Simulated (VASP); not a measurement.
# Hg (P6_3/mmc) in VASP: single point with PBEsol

Aim: the single point of Hg with PBEsol.

Program: VASP 6.6.1. These are calculated values, not measurements. Logs are shortened: lines on timing, memory, paths and dates and some standing lists are left out, and cuts for length are marked.

## 1. The cell of the first run

It takes space group P6_3/mmc (No. 194, hexagonal). The conventional cell has a = 2.848 Å, b = 2.848 Å, c = 9.753 Å, α = 90.00°, β = 90.00°, γ = 120.00°. Hg (site symmetry -3m) has 12 Hg at 2.85 to 2.94 Å within 3.8 Å. Within 3.8 Å of Hg (site symmetry -6m2) lie 12 Hg at 2.85 to 2.94 Å.

## 2. Single point, PBEsol (Cd replaced by Hg, lengths x 0.950, strained)

File INCAR:

```
SYSTEM = Hg
ALGO     = Fast           ! electronic algorithm
EDIFF    = 1E-6           ! SCF threshold, eV
ENCUT    = 520            ! plane-wave cutoff, eV
GGA      = PS             ! functional
ISIF     = 2              ! what is computed and relaxed
ISMEAR   = 0              ! smearing method
LASPH    = .True.         ! aspherical terms in the spheres
LCHARG   = .True.         ! write CHGCAR
LELF     = .True.         ! ELF
LREAL    = .False.        ! projectors in reciprocal space
LVHAR    = .True.       
LWAVE    = .False.        ! write WAVECAR
NBANDS   = 32             ! bands
NELM     = 100            ! most SCF steps
PREC     = Accurate       ! precision mode
SIGMA    = 0.1            ! smearing width, eV
```

File KPOINTS:

```
k-points
0
Gamma
  18 18 6
  0 0 0
```

File POSCAR:

```
Hg
1.0
    2.8479110965      0.0000000000      0.0000000000
   -1.4239555482      2.4663633572      0.0000000000
    0.0000000000      0.0000000000      9.7526347502
Hg
4
Direct
    0.0000000000      0.0000000000      0.0000000000
    0.3333333300      0.6666666700      0.2500000000
    0.0000000000      0.0000000000      0.5000000000
    0.6666666700      0.3333333300      0.7500000000
```

Potentials or basis: VASP PAW PBE potentials, release 64 (Hg).

Command:

```console
cat potpaw_PBE.64/Hg/POTCAR > POTCAR
mpirun -np 1 vasp_std > vasp.out
```

OUTCAR:

```text
SYSTEM = Hg
   EDIFF = 1E-6
   ENCUT = 520
   GGA = PS
   ISIF = 2
   ISMEAR = 0
   LASPH = .True.
   LREAL = .False.
   NELM = 100
   PREC = Accurate

 ion  position               nearest neighbor table
   1  0.000  0.000  0.000-   2 2.94   4 2.94   2 2.94   4 2.94   4 2.94   2 2.94
   2  0.333  0.667  0.250-   1 2.94   3 2.94   1 2.94   3 2.94   1 2.94   3 2.94
   3  0.000  0.000  0.500-   2 2.94   4 2.94   2 2.94   4 2.94   4 2.94   2 2.94
   4  0.667  0.333  0.750-   1 2.94   3 2.94   1 2.94   3 2.94   1 2.94   3 2.94

  LATTYP: Found a hexagonal cell.
 ALAT       =     2.8479110965
 C/A-ratio  =     3.4244870783

  Lattice vectors:

 A1 = (   2.8479110965,   0.0000000000,   0.0000000000)
 A2 = (  -1.4239555482,   2.4663633572,   0.0000000000)
 A3 = (   0.0000000000,   0.0000000000,   9.7526347502)

Analysis of symmetry for initial positions (statically):
=====================================================================
 Subroutine PRICEL returns:
 Original cell was already a primitive cell.

 Routine SETGRP: Setting up the symmetry group for a
 hexagonal supercell.

 Subroutine GETGRP returns: Found 24 space group operations
 (whereof 12 operations were pure point group operations)
 out of a pool of 24 trial point group operations.

The static configuration has the point symmetry D_3d.
 The point group associated with its full space group is D_6h.

Analysis of symmetry for dynamics (positions and initial velocities):
=====================================================================
 Subroutine PRICEL returns:
 Original cell was already a primitive cell.

 Routine SETGRP: Setting up the symmetry group for a
 hexagonal supercell.

 Subroutine GETGRP returns: Found 24 space group operations
 (whereof 12 operations were pure point group operations)
 out of a pool of 24 trial point group operations.

The dynamic configuration has the point symmetry D_3d.
 The point group associated with its full space group is D_6h.

 Subroutine INISYM returns: Found 24 space group operations
 (whereof 12 operations are pure point group operations),
 and found     1 'primitive' translations

----------------------------------------------------------------------------------------

                                     Primitive cell

  volume of cell :      68.5023

  direct lattice vectors                    reciprocal lattice vectors
     2.847911096  0.000000000  0.000000000     0.351134557  0.202727631  0.000000000
    -1.423955548  2.466363357  0.000000000     0.000000000  0.405455262  0.000000000
     0.000000000  0.000000000  9.752634750     0.000000000  0.000000000  0.102536394

  length of vectors
     2.847911096  2.847911096  9.752634750     0.405455262  0.405455262  0.102536394

  position of ions in fractional coordinates (direct lattice)
     0.000000000  0.000000000  0.000000000
     0.333333330  0.666666670  0.250000000
     0.000000000  0.000000000  0.500000000
     0.666666670  0.333333330  0.750000000

  ion indices of the primitive-cell ions
   primitive index   ion index
                 1           1
                 2           2
                 3           3
                 4           4

----------------------------------------------------------------------------------------

 KPOINTS: k-points

Automatic generation of k-mesh.
 Grid dimensions read from file:
 generate k-points for:   18   18    6

 Generating k-lattice:

  Cartesian coordinates                     Fractional coordinates (reciprocal lattice)
     0.019507475  0.011262646  0.000000000     0.055555556 -0.000000000  0.000000000
     0.000000000  0.022525292  0.000000000     0.000000000  0.055555556  0.000000000
     0.000000000  0.000000000  0.017089399     0.000000000  0.000000000  0.166666667

  Length of vectors
     0.022525292  0.022525292  0.017089399

  Shift w.r.t. Gamma in fractional coordinates (k-lattice)
     0.000000000  0.000000000  0.000000000

 Subroutine IBZKPT returns following result:
 ===========================================

 Found    148 irreducible k-points:

 Following reciprocal coordinates:
            Coordinates               Weight
  0.000000  0.000000  0.000000      1.000000
  0.055556  0.000000  0.000000      6.000000
  0.111111  0.000000  0.000000      6.000000
  0.166667 -0.000000  0.000000      6.000000
  0.222222  0.000000  0.000000      6.000000
  0.277778  0.000000  0.000000      6.000000
[... 16 lines left out ...]
  0.333333  0.111111  0.000000     12.000000
  0.388889  0.111111  0.000000     12.000000
 [... further k-points ...]
   k-points           NKPTS =    148   k-points in BZ     NKDIM =    148   number of bands    NBANDS=     32
   number of dos      NEDOS =    301   number of ions     NIONS =      4
   total plane-waves  NPLWV =  46080
   dimension x,y,z NGX =    24 NGY =   24 NGZ =   80
   dimension x,y,z NGXF=    48 NGYF=   48 NGZF=  160
   ions per type =               4
   NGX,Y,Z   is equivalent  to a cutoff of  14.01, 14.01, 13.64 a.u.
   NGXF,Y,Z  is equivalent  to a cutoff of  28.02, 28.02, 27.27 a.u.
 SYSTEM =  Hg
   PREC   = accura    normal or accurate (medium, high low for compatibility)
   ISTART =      0    job   : 0-new  1-cont  2-samecut
   ICHARG =      2    charge: 1-file 2-atom 10-const
   ISPIN  =      1    spin polarized calculation?
   LNONCOLLINEAR =      F non collinear calculations
   LSORBIT =      F    spin-orbit coupling
   LASPH  =      T    aspherical Exc in radial PAW
   ENCUT  =  520.0 eV  38.22 Ry    6.18 a.u.   5.30  5.30 18.13*2*pi/ulx,y,z
   NELM   =    100;   NELMIN=  2; NELMDL= -5     # of ELM steps
   EDIFF  = 0.1E-05   stopping-criterion for ELM
   LREAL  =      F    real-space projection
   EDIFFG = 0.1E-04   stopping-criterion for IOM
   NSW    =      0    number of steps for IOM
   IBRION =     -1    ionic relax: 0-MD 1-quasi-New 2-CG
   NFREE  =      0    steps in history (QN), initial steepest desc. (CG)
   ISIF   =      2    stress and relaxation
   ISYM   =      2    0-nonsym 1-usesym 2-fastsym
   POTIM  = 0.5000    time-step for ionic-motion
   TEBEG  =    0.0;   TEEND  =   0.0 temperature during run
   PSTRESS=    0.0 pullay stress
   NELECT =      48.0000    total number of electrons
   NUPDOWN=      -1.0000    fix difference up-down
   EMIN   =  10.00;   EMAX   =-10.00  energy-range for DOS
   EFERMI =   0.00;   METHOD = LEGACY
   ISMEAR =     0;   SIGMA  =   0.10  broadening in eV -4-tet -1-fermi 0-gaus
   EFERMI_NEDOS =   21; number of points for ismear=-14 and -15
   IALGO  =     68    algorithm
   IMIX   =      4    mixing-type and parameters
     AMIX     =   0.40;   BMIX     =  1.00
     AMIX_MAG =   1.60;   BMIX_MAG =  1.00
  volume/ion in A,a.u.               =      17.13       115.57
  Fermi-wavevector in a.u.,A,eV,Ry     =   1.454075  2.747803 28.767256  2.114334
  Thomas-Fermi vector in A             =   2.571268
   LORBIT       =      0    0 simple, 1 ext, 2 COOP (PROOUT), +10 PAW based schemes
   GGA     = PS    functional components
   LHFCALC =     F    Hartree Fock is set to
   AEXX    =    0.0000 exact exchange contribution
   IVDW    =     0    specifies the selected vdW correction
   LEPSILON=     F    determine dielectric tensor
   LRPA    =     F    only Hartree local field effects (RPA)
 non-spin polarized calculation
 RMM-DIIS sequential band-by-band and
 Gauss-broadening in eV      SIGMA  =   0.10
  energy-cutoff  :      520.00
  volume of cell :       68.50
 maximum number of plane-waves:      1863
 NGX is ok and might be reduce to    24
   NGX = 11   NGY = 11   NGZ = 37

 number of electron      47.9999994 magnetization

 Free energy of the ion-electron system (eV)
  ---------------------------------------------------
  ext. energy  EPLUGINS =         0.00000000
  ---------------------------------------------------
  free energy    TOTEN  =        -0.13709190 eV

  energy without entropy =       -0.12943076  energy(sigma->0) =       -0.13326133

 E-fermi :   6.2219     XC(G=0): -12.8808

 val. band max:        6.2164536108   @ k =   0.3889   0.0556   0.0000
 cond. band min:       6.2247449118   @ k =   0.3889   0.0556   0.1667
 fundamental gap:      0.0082913009
 Fermi energy:         6.2219242125

 k-point     1 :       0.0000    0.0000    0.0000
  band No.  band energies     occupation
      1      -6.5418      2.00000
      2      -5.1178      2.00000
      3      -5.1002      2.00000
      4      -4.7810      2.00000
      5      -2.9082      2.00000
      6      -2.6678      2.00000
[... 24 lines left out ...]
     31      20.8469      0.00000
     32      21.2427      0.00000

 k-point     2 :       0.0556    0.0000    0.0000
  band No.  band energies     occupation
      1      -6.4436      2.00000
      2      -5.0234      2.00000
      3      -5.0057      2.00000
      4      -4.7057      2.00000
      5      -2.8910      2.00000
      6      -2.7327      2.00000
[... 24 lines left out ...]
     31      20.8641      0.00000
     32      20.9979      0.00000

 k-point     3 :       0.1111    0.0000    0.0000
  band No.  band energies     occupation
      1      -6.1569      2.00000
      2      -4.7565      2.00000
      3      -4.7384      2.00000
      4      -4.4955      2.00000
      5      -2.9530      2.00000
      6      -2.8623      2.00000
[... 24 lines left out ...]
     31      20.3077      0.00000
     32      20.4336      0.00000

 k-point     4 :       0.1667   -0.0000    0.0000
  band No.  band energies     occupation
      1      -5.7094      2.00000
      2      -4.3933      2.00000
      3      -4.3678      2.00000
      4      -4.2023      2.00000
      5      -3.1830      2.00000
      6      -3.0216      2.00000
[... 24 lines left out ...]
     31      19.0108      0.00000
     32      20.4268      0.00000

 k-point     5 :       0.2222    0.0000    0.0000
  band No.  band energies     occupation
      1      -5.1694      2.00000
      2      -4.1533      2.00000
      3      -4.0896      2.00000
      4      -3.9296      2.00000
      5      -3.3581      2.00000
      6      -3.2376      2.00000
[... 584 lines left out ...]
     31      15.1040      0.00000
     32      16.5572      0.00000

 k-point    22 :       0.2778    0.1111    0.0000
  band No.  band energies     occupation
      1      -4.2593      2.00000
      2      -4.0457      2.00000
      3      -3.9748      2.00000
      4      -3.6986      2.00000
      5      -3.4929      2.00000
      6      -3.4584      2.00000
[... 24 lines left out ...]
     31      15.2176      0.00000
     32      15.5712      0.00000

 k-point    23 :       0.3333    0.1111    0.0000
  band No.  band energies     occupation
      1      -4.3130      2.00000
      2      -4.2047      2.00000
      3      -4.1081      2.00000
      4      -3.7764      2.00000
      5      -3.6218      2.00000
      6      -3.3777      2.00000
[... 24 lines left out ...]
     31      14.5657      0.00000
     32      15.0674      0.00000

 k-point    24 :       0.3889    0.1111    0.0000
  band No.  band energies     occupation
      1      -4.3742      2.00000
      2      -4.3119      2.00000
      3      -4.2005      2.00000
      4      -3.8615      2.00000
      5      -3.7110      2.00000
      6      -3.3472      2.00000
[... 24 lines left out ...]
     31      13.6721      0.00000
     32      14.7796      0.00000

 [... further k-points ...]
[... 5 lines left out ...]
  --------------------------------------------------------------------------------------
  -------------------------------------------------------------------------------------
  Total       16.4240460     16.4240460     15.7222768      0.0000000      0.0000000     -0.0000000
  in kB      384.1362463    384.1362462    367.7228123      0.0000000      0.0000000     -0.0000000
  external PRESSURE =     378.6651016 kB  Pullay stress =       0.0000000 kB

 VOLUME and BASIS-vectors are now :
 -----------------------------------------------------------------------------
  energy-cutoff  :      520.00
  volume of cell :       68.50
      direct lattice vectors                 reciprocal lattice vectors
     2.847911096  0.000000000  0.000000000     0.351134557  0.202727631  0.000000000
    -1.423955548  2.466363357  0.000000000     0.000000000  0.405455262  0.000000000
     0.000000000  0.000000000  9.752634750     0.000000000  0.000000000  0.102536394

 POSITION                                       TOTAL-FORCE (eV/Angst)
 -----------------------------------------------------------------------------------
      0.00000      0.00000      0.00000        -0.000000      0.000000      0.000000
     -0.00000      1.64424      2.43816        -0.000000      0.000000     -0.000000
      0.00000      0.00000      4.87632        -0.000000      0.000000      0.000000
      1.42396      0.82212      7.31448         0.000000     -0.000000      0.000000
 -----------------------------------------------------------------------------------
    total drift:                                0.000000      0.000000     -0.000000

  FREE ENERGIE OF THE ION-ELECTRON SYSTEM (eV)
  ---------------------------------------------------
  free  energy   TOTEN  =        -0.1370918958 eV

  energy  without entropy=       -0.1294307556  energy(sigma->0) =       -0.13326133
```

It took 3.7 min on 1 thread of Intel Xeon Platinum 8259CL at 2.50GHz (Skylake/Cascade Lake), shared host; peak memory 0.37 GiB.

Results:

```
Free energy            : -0.1371 eV
Pressure               : 37.9 GPa
Band gap on the k mesh : zero (bands 24 and 25 overlap by 2.55 eV)
```

Levels at points of the mesh, in eV from the Fermi level:
```tsv
k point	band 22	band 23	band 24	band 25	band 26	band 27
(0.00, 0.00, 0.00)	-6.78	-6.78	-4.13	-1.82	6.71	6.73
(0.50, 0.00, 0.00)	-2.68	-2.67	-2.24	-0.31	-0.10	2.62
(0.00, 0.00, 0.50)	-6.95	-6.74	-6.74	1.71	1.71	11.52
(0.50, 0.00, 0.50)	-3.20	-2.35	-2.35	0.46	0.46	1.70
```

Caveat: the cell differs from its parent crystal (Cd replaced by Hg, lengths x 0.950, strained); the cell stands under pressure; the PAW data sets were made with another functional, which shifts forces and pressure a little; spin-orbit coupling is left out, which moves the levels of the heavy elements.
